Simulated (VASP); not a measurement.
Here is a VASP 6.6.1 calculation.

The input INCAR:

```
SYSTEM = WCl2F2
PREC = Accurate ; ENCUT = 520
EDIFF = 1E-6 ; ISMEAR = 0
SIGMA = 0.1 ; LREAL = .False.
LASPH = .True. ; NELM = 150
ALGO = Normal ; ISIF = 2
LWAVE = .False. ; LCHARG = .True.
ISPIN = 2 ; MAGMOM = 0.14 -0.04 -0.04 -0.01 -0.01
LORBIT = 11 ; LMAXMIX = 4
GGA = PE ; LELF = .True.
LVHAR = .True. ; NBANDS = 33
```

The input KPOINTS:

```
Automatic mesh
0
Gamma
  6 6 6
  0 0 0
```

File POSCAR:

```
WCl2F2
1.0
   -1.8577707900      1.8577707900      5.9623051000
    1.8577707900     -1.8577707900      5.9623051000
    1.8577707900      1.8577707900     -5.9623051000
W Cl F
1 2 2
Direct
    0.0000000000      0.0000000000      0.0000000000
    0.1381600100      0.1381600100      0.0000000000
    0.8618399900      0.8618399900      0.0000000000
    0.3475900000      0.3475900000      0.0000000000
    0.6524100000      0.6524100000      0.0000000000
```

Potentials or basis: VASP PAW PBE potentials, release 64 (W_sv, Cl, F).

Command:

```sh
$ cat potpaw_PBE.64/W_sv/POTCAR potpaw_PBE.64/Cl/POTCAR potpaw_PBE.64/F/POTCAR > POTCAR
$ mpirun -np 1 vasp_std > vasp.out
```

(1) What does it give for the pressure?

(2) Estimate the band gap on the k mesh.

(3) Estimate the net moment.

## Answers

(1) 89.6 GPa.

(2) zero (filled and empty bands overlap).

(3) 0.00 μB per cell.

Caveat: atoms lie so close that the PAW spheres overlap strongly, which falsifies energies and pressures; the stress differs along the axes, from -1 to 271 GPa; spin-orbit coupling is left out, which moves the levels of the heavy elements; forces of over 1 eV/Å act on the atoms, so gaps and moduli don't describe the material at rest.
